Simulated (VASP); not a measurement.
A run of VASP 6.6.1:

The input INCAR:

```
PREC = Accurate
ENCUT = 520
EDIFF = 1E-7
ISMEAR = -1
SIGMA = 0.06122561905347299
LREAL = F
LASPH = T
NELM = 80
ALGO = Normal
ISIF = 2
LWAVE = F
LCHARG = F
GGA = PE
NBANDS = 12
```

The input KPOINTS:

```
Automatic mesh
0
Gamma
  45 45 45
```

File POSCAR:

```
Au
1.0
    0.0000000000      2.0924381474      2.0924381474
    2.0924381474      0.0000000000      2.0924381474
    2.0924381474      2.0924381474      0.0000000000
Au
1
Direct
    0.0000000000      0.0000000000      0.0000000000
```

Potentials or basis: VASP PAW PBE potentials, release 64 (Au).

Run with:

```bash
$ cat potpaw_PBE.64/Au/POTCAR > POTCAR
$ mpirun -np 1 vasp_std > vasp.out
```

Hardware: 1 thread of Intel(R) Xeon(R) 6975P-C (Granite Rapids), with other jobs on the host.

Q: Estimate the wall time of this run.

A: Run time: 110 s on 1 thread of Intel(R) Xeon(R) 6975P-C (Granite Rapids), with other jobs on the host, peak memory 0.58 GiB. Counts: scf iterations 11, k points 2300.
